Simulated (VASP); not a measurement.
# SnO2: single point with r2SCAN

Crystal: SnO2.

```xyz
6
Lattice="4.6654 0.0000 0.0000 0.0000 4.6654 0.0000 0.0000 0.0000 3.2488" Properties=species:S:1:pos:R:3 pbc="T T T"
Sn    0.0000    0.0000    0.0000
Sn    2.3327    2.3327    1.6244
O     1.4290    1.4290    0.0000
O     0.9037    3.7617    1.6244
O     3.7617    0.9037    1.6244
O     3.2364    3.2364    0.0000
```

This cell differs from its parent crystal: epitaxial xy strain -2.0%.

| Quantity | Value |
| --- | --- |
| Program | VASP 6.6.1 |
| Task | single point |
| Functional | r2SCAN |
| Potentials or basis | VASP PAW PBE potentials, release 64 (Sn_d, O) |
| Cutoff | 520 eV |
| k mesh | 6 × 6 × 8 |
| Occupations | gaussian, width 0.01 eV |
| Spin | no spin polarisation |

- Pressure: 5.7 GPa
- Largest force: 0.008 eV/Å
- Band gap on the k mesh: 2.01 eV, direct

Forces on the atoms (eV/Å):
```
Sn   0.000  0.000  0.000
Sn   0.000  0.000  0.000
O   -0.005 -0.005  0.000
O    0.005 -0.005  0.000
O   -0.005  0.005  0.000
O    0.005  0.005  0.000
```

Stress tensor (GPa, compression positive):
```
7.88 0.00 0.00
0.00 7.88 0.00
0.00 0.00 1.37
```

Levels at points of the mesh, in eV from the valence-band top:
| k point | band 24 | band 25 | band 26 | band 27 | band 28 | band 29 |
| --- | --- | --- | --- | --- | --- | --- |
| (0.00, 0.00, 0.00) | -0.75 | -0.75 | 0.00 | 2.01 | 6.71 | 6.95 |
| (0.50, 0.00, 0.00) | -1.22 | -0.60 | -0.60 | 5.25 | 5.25 | 7.70 |
| (0.50, 0.50, 0.00) | -1.37 | -0.86 | -0.86 | 5.61 | 5.61 | 8.25 |
| (0.00, 0.00, 0.50) | -1.74 | -1.28 | -1.28 | 7.15 | 7.15 | 10.81 |
| (0.50, 0.00, 0.50) | -1.11 | -0.57 | -0.57 | 7.48 | 7.48 | 9.25 |
| (0.50, 0.50, 0.50) | -0.94 | -0.82 | -0.82 | 5.85 | 5.85 | 9.79 |

Wall time 4.4 min on 1 thread of Intel Xeon 6975P-C, on a shared host, peak memory 0.24 GiB.

Caveat: the cell differs from its parent crystal (epitaxial xy strain -2.0%); the PAW data sets were made with another functional, which shifts forces and pressure a little; spin-orbit coupling is left out, which moves the levels of the heavy elements.
